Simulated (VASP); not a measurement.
# Ir (Imm2) in VASP: single point with PBEsol

Aim: the single point of Ir with PBEsol.

Program: VASP 6.6.1. These are calculated values, not measurements. Logs are shortened: lines on timing, memory, paths and dates and some standing lists are left out, and cuts for length are marked.

### 1 The cell of the first run

The structure is orthorhombic, space group Imm2 (No. 44). Conventional cell: a = 5.430 Å, b = 7.679 Å, c = 5.430 Å, α = 90.00°, β = 90.00°, γ = 90.00°. Within 3.3 Å of Ir (site symmetry mm2) lie 12 Ir at 2.49 to 2.94 Å. Ir (site symmetry mm2) has 12 Ir at 2.49 to 2.94 Å within 3.3 Å. Within 3.4 Å of Ir (site symmetry 1) lie 12 Ir at 2.61 to 2.83 Å. Ir (site symmetry mm2) has 12 Ir at 2.71 to 2.72 Å within 3.6 Å. Ir (site symmetry mm2) has 18 Ir at 2.71 to 4.00 Å within 4.1 Å.

### 2 Single point, PBEsol (atom 1 (Ir) moved -0.225 Å towards its neighbour atom 2 (Ir) at 2.715 Å)

Input file INCAR:

```
SYSTEM = Ir
ALGO = Fast
EDIFF = 1E-6
ENCUT = 520
GGA = PS
ISIF = 2
ISMEAR = 0
LASPH = .TRUE.
LCHARG = .FALSE.
LREAL = .FALSE.
LWAVE = .FALSE.
NBANDS = 46
NELM = 60
PREC = Accurate
SIGMA = 0.15
```

Input file KPOINTS:

```
k-points
0
G
  12 12 12
  0 0 0
```

Input file POSCAR:

```
Ir
1.0
   -3.8394000000      3.8394000000      0.0000000000
   -3.8394000000      0.0000000000      3.8394000000
    0.0000000000      3.8394000000      3.8394000000
Ir
8
Direct
    0.0414385127      0.0000000000      0.0000000000
    0.5000000000      0.0000000000      0.0000000000
    0.0000000000      0.5000000000      0.0000000000
    0.0000000000      0.0000000000      0.5000000000
    0.5000000000      0.5000000000      0.0000000000
    0.5000000000      0.0000000000      0.5000000000
    0.0000000000      0.5000000000      0.5000000000
    0.5000000000      0.5000000000      0.5000000000
```

Potentials or basis: VASP PAW PBE potentials, release 64 (Ir).

Command:

```console
cat potpaw_PBE.64/Ir/POTCAR > POTCAR
mpirun -np 1 vasp_std > vasp.out
```

OUTCAR:

```text
SYSTEM = Ir
   EDIFF = 1E-6
   ENCUT = 520
   GGA = PS
   ISIF = 2
   ISMEAR = 0
   LASPH = .TRUE.
   LREAL = .FALSE.
   NELM = 60
   PREC = Accurate

 ion  position               nearest neighbor table
   1  0.041  0.000  0.000-   2 2.49   3 2.61   4 2.61   6 2.61   5 2.61   7 2.72   7 2.72   4 2.83
                             3 2.83   5 2.83   6 2.83   2 2.94
   2  0.500  0.000  0.000-   1 2.49   5 2.71   6 2.71   4 2.71   6 2.71   8 2.71   3 2.71   5 2.71
                             8 2.71   3 2.71   4 2.71   1 2.94
   3  0.000  0.500  0.000-   1 2.61   7 2.71   4 2.71   7 2.71   8 2.71   5 2.71   2 2.71   4 2.71
                             2 2.71   5 2.71   8 2.71   1 2.83
   4  0.000  0.000  0.500-   1 2.61   7 2.71   6 2.71   2 2.71   3 2.71   3 2.71   7 2.71   8 2.71
                             2 2.71   6 2.71   8 2.71   1 2.83
   5  0.500  0.500  0.000-   1 2.61   2 2.71   3 2.71   8 2.71   6 2.71   7 2.71   8 2.71   2 2.71
                             6 2.71   3 2.71   7 2.71   1 2.83
   6  0.500  0.000  0.500-   1 2.61   2 2.71   4 2.71   8 2.71   2 2.71   5 2.71   5 2.71   7 2.71
                             8 2.71   4 2.71   7 2.71   1 2.83
   7  0.000  0.500  0.500-   3 2.71   4 2.71   8 2.71   3 2.71   5 2.71   4 2.71   6 2.71   5 2.71
                             6 2.71   8 2.71   1 2.72   1 2.72
   8  0.500  0.500  0.500-   5 2.71   6 2.71   7 2.71   2 2.71   3 2.71   5 2.71   2 2.71   4 2.71
                             6 2.71   3 2.71   4 2.71   7 2.71

  LATTYP: Found a face centered cubic cell.
 ALAT       =     7.6788000000

  Lattice vectors:

 A1 = (  -3.8394000000,   3.8394000000,   0.0000000000)
 A2 = (  -3.8394000000,   0.0000000000,   3.8394000000)
 A3 = (   0.0000000000,   3.8394000000,   3.8394000000)

Analysis of symmetry for initial positions (statically):
=====================================================================
 Subroutine PRICEL returns:
 Original cell was already a primitive cell.

 Routine SETGRP: Setting up the symmetry group for a
 face centered cubic supercell.

 Subroutine GETGRP returns: Found  4 space group operations
 (whereof  4 operations were pure point group operations)
 out of a pool of 48 trial point group operations.

The static configuration has the point symmetry C_2v.

Analysis of symmetry for dynamics (positions and initial velocities):
=====================================================================
 Subroutine PRICEL returns:
 Original cell was already a primitive cell.

 Routine SETGRP: Setting up the symmetry group for a
 face centered cubic supercell.

 Subroutine GETGRP returns: Found  4 space group operations
 (whereof  4 operations were pure point group operations)
 out of a pool of 48 trial point group operations.

[... 118 lines left out ...]
   ISIF   =      2    stress and relaxation
   ISYM   =      2    0-nonsym 1-usesym 2-fastsym
   POTIM  = 0.5000    time-step for ionic-motion
   TEBEG  =    0.0;   TEEND  =   0.0 temperature during run
   PSTRESS=    0.0 pullay stress
   NELECT =      72.0000    total number of electrons
   NUPDOWN=      -1.0000    fix difference up-down
   EMIN   =  10.00;   EMAX   =-10.00  energy-range for DOS
   EFERMI =   0.00;   METHOD = LEGACY
   ISMEAR =     0;   SIGMA  =   0.15  broadening in eV -4-tet -1-fermi 0-gaus
   EFERMI_NEDOS =   21; number of points for ismear=-14 and -15
   IALGO  =     68    algorithm
   IMIX   =      4    mixing-type and parameters
     AMIX     =   0.40;   BMIX     =  1.00
     AMIX_MAG =   1.60;   BMIX_MAG =  1.00
  volume/ion in A,a.u.               =      14.15        95.48
  Fermi-wavevector in a.u.,A,eV,Ry     =   1.407923  2.660589 26.970118  1.982248
  Thomas-Fermi vector in A             =   2.530133
   LORBIT       =      0    0 simple, 1 ext, 2 COOP (PROOUT), +10 PAW based schemes
   GGA     = PS    functional components
   LHFCALC =     F    Hartree Fock is set to
   AEXX    =    0.0000 exact exchange contribution
   IVDW    =     0    specifies the selected vdW correction
   LEPSILON=     F    determine dielectric tensor
   LRPA    =     F    only Hartree local field effects (RPA)
 non-spin polarized calculation
 RMM-DIIS sequential band-by-band and
 Gauss-broadening in eV      SIGMA  =   0.15
  energy-cutoff  :      520.00
  volume of cell :      113.19
 maximum number of plane-waves:      3071
   NGX = 21   NGY = 21   NGZ = 21

 number of electron      72.0000002 magnetization

 Free energy of the ion-electron system (eV)
  ---------------------------------------------------
  ext. energy  EPLUGINS =         0.00000000
  ---------------------------------------------------
  free energy    TOTEN  =       -78.19317794 eV

  energy without entropy =      -78.10687003  energy(sigma->0) =      -78.15002398

 E-fermi :  10.2676     XC(G=0): -14.0942

 val. band max:       10.2667631194   @ k =  -0.4167   0.5000   0.0833
 cond. band min:      10.2676140925   @ k =   0.2500   0.0833  -0.4167
 fundamental gap:      0.0008509732
 Fermi energy:        10.2676023238

 k-point     1 :       0.0000    0.0000    0.0000
  band No.  band energies     occupation
      1      -0.9454      2.00000
      2       2.0672      2.00000
      3       2.0832      2.00000
      4       2.1107      2.00000
      5       2.1267      2.00000
      6       2.2683      2.00000
[... 1165 lines left out ...]
     45      12.9279      0.00000
     46      14.0979      0.00000

 [... further k-points ...]
[... 5 lines left out ...]
  --------------------------------------------------------------------------------------
  -------------------------------------------------------------------------------------
  Total        0.8348560      0.8348560      0.1429354     -1.5623093      0.0000000      0.0000000
  in kB       11.8168597     11.8168597      2.0231603    -22.1135018      0.0000000      0.0000000
  external PRESSURE =       8.5522932 kB  Pullay stress =       0.0000000 kB

 VOLUME and BASIS-vectors are now :
 -----------------------------------------------------------------------------
  energy-cutoff  :      520.00
  volume of cell :      113.19
      direct lattice vectors                 reciprocal lattice vectors
    -3.839400000  3.839400000  0.000000000    -0.130228682  0.130228682 -0.130228682
    -3.839400000  0.000000000  3.839400000    -0.130228682 -0.130228682  0.130228682
     0.000000000  3.839400000  3.839400000     0.130228682  0.130228682  0.130228682

 POSITION                                       TOTAL-FORCE (eV/Angst)
 -----------------------------------------------------------------------------------
     -0.15910      0.15910      0.00000         2.652871     -2.652871      0.000000
     -1.91970      1.91970      0.00000        -1.294299      1.294299      0.000000
     -1.91970      0.00000      1.91970        -0.518634      0.089060      0.505228
      0.00000      1.91970      1.91970        -0.089060      0.518634      0.505228
     -3.83940      1.91970      1.91970        -0.089060      0.518634     -0.505228
     -1.91970      3.83940      1.91970        -0.518634      0.089060     -0.505228
     -1.91970      1.91970      3.83940        -0.019869      0.019869      0.000000
     -3.83940      3.83940      3.83940        -0.123314      0.123314      0.000000
 -----------------------------------------------------------------------------------
    total drift:                                0.000028     -0.000028      0.000000

  FREE ENERGIE OF THE ION-ELECTRON SYSTEM (eV)
  ---------------------------------------------------
  free  energy   TOTEN  =       -78.1931779389 eV

  energy  without entropy=      -78.1068700261  energy(sigma->0) =      -78.15002398
```

Wall time 30 min (1 thread of Oxide Virtual Turin-like, shared host); peak memory 0.94 GiB.

Results:

* Free energy: -78.1932 eV
* Pressure: 0.9 GPa
* Largest force: 3.752 eV/Å
* Band gap on the k mesh: zero (bands 36 and 37 overlap by 2.22 eV)

Forces on the atoms (eV/Å):
```
Ir   2.653 -2.653  0.000
Ir  -1.294  1.294  0.000
Ir  -0.519  0.089  0.505
Ir  -0.089  0.519  0.505
Ir  -0.089  0.519 -0.505
Ir  -0.519  0.089 -0.505
Ir  -0.020  0.020  0.000
Ir  -0.123  0.123  0.000
```

Levels at points of the mesh, in eV from the Fermi level:
```
           k point  band 34  band 35  band 36  band 37  band 38  band 39
(0.00, 0.00, 0.00)     0.87     0.88     0.89     0.89     0.89     0.91
(0.50, 0.00, 0.00)    -1.05    -1.03    -0.78     0.94     0.97     1.05
(0.00, 0.50, 0.00)    -1.15    -0.80    -0.77     0.88     1.00     1.02
(0.50, 0.50, 0.00)    -1.63    -1.53    -1.40    -1.33    -0.98    -0.32
(0.00, 0.50, 0.50)    -1.60    -1.57    -1.40    -1.29    -0.84    -0.24
```

Caveat: the cell differs from its parent crystal (atom 1 (Ir) moved -0.225 Å towards its neighbour atom 2 (Ir) at 2.715 Å); the PAW data sets were made with another functional, which shifts forces and pressure a little; spin-orbit coupling is left out, which moves the levels of the heavy elements.
